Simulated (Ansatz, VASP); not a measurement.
# Cu: VASP beside Ansatz

POSCAR

```
Cu
1.0
    0.0000000000      1.7519308990      1.7519308990
    1.7519308990      0.0000000000      1.7519308990
    1.7519308990      1.7519308990      0.0000000000
Cu
1
Direct
    0.0000000000      0.0000000000      0.0000000000
```

Contents of INCAR.step1:

```
SYSTEM = Cu
  PREC = Accurate
  ENCUT = 520
  ISMEAR = 0
  SIGMA = 0.1
  LREAL = .FALSE.
  LASPH = .TRUE.
  NELM = 80
  NBANDS = 12
  GGA = PE
  ALGO = Normal
  EDIFF = 1E-4
  LWAVE = .TRUE.
  LCHARG = .FALSE.
```

INCAR.step2

```
SYSTEM = Cu
  PREC = Accurate
  ENCUT = 520
  EDIFF = 1E-7
  ISMEAR = 0
  SIGMA = 0.1
  LREAL = .FALSE.
  LASPH = .TRUE.
  NELM = 80
  ALGO = Normal
  ISIF = 2
  LWAVE = .FALSE.
  LCHARG = .TRUE.
  METAGGA = R2SCAN
  LMIXTAU = .TRUE.
  LELF = .TRUE.
  LVHAR = .TRUE.
  NBANDS = 12
  ISTART = 1
```

KPOINTS

```
Automatic mesh
0
G
  20 20 20
  0 0 0
```

Input for Ansatz:

```yaml
crystal:
  lattice:
    - [0.0, 1.7519308957, 1.7519308957]
    - [1.7519308957, 0.0, 1.7519308957]
    - [1.7519308957, 1.7519308957, 0.0]
  atoms:
    - { symbol: Cu, position: [0.0, 0.0, 0.0] }
basis:
  ecutwfc: 500
kpoints:
  mp_grid: { grid: [20, 20, 20] }
hamiltonian:
  xc: r2scan
scf:
  occupations: { method: gaussian, width: 0.1 }
output:
  forces: true
  stress: true
  eigenvalues: true
```

Alike in both runs: task single point; functional r2SCAN; k mesh 20 × 20 × 20; occupations gaussian, width 0.1 eV; no spin polarisation.

|  | VASP | Ansatz |
| --- | --- | --- |
| version | VASP 6.6.1 | Ansatz 0.2.0 |
| potentials or method | VASP PAW PBE potentials, release 64 (Cu), cutoff 520 eV | scalar-relativistic, plane waves, PAW |
| valence electrons in the cell | 11 | 19 |

Ansatz gave:

```
gap on the k mesh at the Fermi level (eV) : none
pressure (GPa)                            : 11.7
```

**Question.** Which values does VASP return?

**Answer.** gap on the k mesh at the Fermi level (eV): none; pressure (GPa): 12.5.

VASP's potentials were made for PBE, not for r2SCAN. A gap of «none» marks a metal or a gap that the smearing closes. VASP's potentials hold 11 valence electrons a cell and Ansatz's 19, so a difference there can come from the potentials and not from the codes.
